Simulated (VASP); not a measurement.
Set up this calculation in VASP 6.6.1, as the native input.

| Quantity | Value |
| --- | --- |
| Task | single point |
| Functional | PBE |
| Potentials or basis | VASP PAW PBE potentials, release 64 (Te, Mo_sv) |
| Cutoff | 520 eV |
| k mesh | 8 × 8 × 2 |
| Occupations | fermi-dirac, width 0.05 eV |
| Spin | no spin polarisation |
| Dipole correction | no |
| Further INCAR settings | ALGO = Normal; EDIFF = 1e-06; NBANDS = 35 |

The structure of Te2Mo lies in POSCAR:

```
Te2Mo
1.0
    3.5644974145      0.0000000000      0.0000000000
   -1.7822487073      3.0869457427      0.0000000000
    0.0000000000      0.0000000000     14.1574842452
Te Mo
4 2
Direct
    0.3333333333      0.6666666667      0.6210000000
    0.6666666667      0.3333333333      0.1210000000
    0.3333333333      0.6666666667      0.8790000000
    0.6666666667      0.3333333333      0.3790000000
    0.3333333333      0.6666666667      0.2500000000
    0.6666666667      0.3333333333      0.7500000000
```

These files were run (other wordings do the same):

INCAR

```
SYSTEM = Te2Mo
ALGO     = Normal         ! electronic algorithm
EDIFF    = 1E-6           ! SCF threshold, eV
ENCUT    = 520            ! plane-wave cutoff, eV
GGA      = PE             ! functional
ISIF     = 2              ! what is computed and relaxed
ISMEAR   = -1             ! smearing method
LASPH    = .TRUE.         ! aspherical terms in the spheres
LCHARG   = .TRUE.         ! write CHGCAR
LELF     = .TRUE.         ! ELF
LREAL    = .FALSE.        ! projectors in reciprocal space
LVHAR    = .TRUE.       
LWAVE    = .FALSE.        ! write WAVECAR
NBANDS   = 35             ! bands
NELM     = 80             ! most SCF steps
PREC     = Accurate       ! precision mode
SIGMA    = 0.05           ! smearing width, eV
```

KPOINTS

```
k-points
0
G
  8 8 2
  0 0 0
```

Potentials or basis: VASP PAW PBE potentials, release 64 (Te, Mo_sv).

The run is started by

```sh
$ cat potpaw_PBE.64/Te/POTCAR potpaw_PBE.64/Mo_sv/POTCAR > POTCAR
$ mpirun -np 1 vasp_std > vasp.out
```

It gave:

```json
{
 "Pressure": "-0.9 GPa",
 "Largest force": "0.328 eV/Å",
 "Band gap on the k mesh": "0.81 eV (least direct gap 1.14 eV)"
}
```

Caveat: spin-orbit coupling is left out, which moves the levels of the heavy elements; this functional lacks dispersion, which binds layers or chains, so the pressure and a relaxed spacing across them are unreliable.

Run time: 87 s on 1 thread of Intel(R) Xeon(R) Platinum 8559C (Emerald Rapids) (shared host), peak memory 0.31 GiB.
